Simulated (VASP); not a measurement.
Input of a VASP 6.6.1 run:

The input INCAR:

```
ALGO = Normal
EDIFF = 1E-7
ENCUT = 520
GGA = PE
ISIF = 2
ISMEAR = 0
LASPH = T
LCHARG = T
LELF = T
LREAL = F
LVHAR = T
LWAVE = F
NBANDS = 20
NELM = 80
PREC = Accurate
SIGMA = 0.1
```

KPOINTS

```
k-points
0
Gamma
  6 6 6
```

Contents of POSCAR:

```
Pt2I
1.0
   -1.9280861124      1.9280861124      4.7298362444
    1.9280861124     -1.9280861124      4.7298362444
    1.9280861124      1.9280861124     -4.7298362444
Pt I
2 1
Direct
    0.6650000000      0.6650000000      0.0000000000
    0.3350000000      0.3350000000      0.0000000000
    0.0000000000      0.0000000000      0.0000000000
```

Potentials or basis: VASP PAW PBE potentials, release 64 (Pt, I).

Run with:

```console
$ cat potpaw_PBE.64/Pt/POTCAR potpaw_PBE.64/I/POTCAR > POTCAR
$ mpirun -np 1 vasp_std > vasp.out
```

What does it give for the band gap on the k mesh?

Zero (an odd number of electrons rules out a gap without spin polarisation).

Predict the largest force.

0.421 eV/Å.

Stress tensor (GPa, compression positive):
```
-14.67   0.00   0.00
  0.00 -14.67   0.00
  0.00   0.00 -18.59
```

Caveat: the cell stands under tension; spin-orbit coupling is left out, which moves the levels of the heavy elements; an odd number of electrons without spin polarisation forces a metal; a magnetic or distorted state may lie lower.
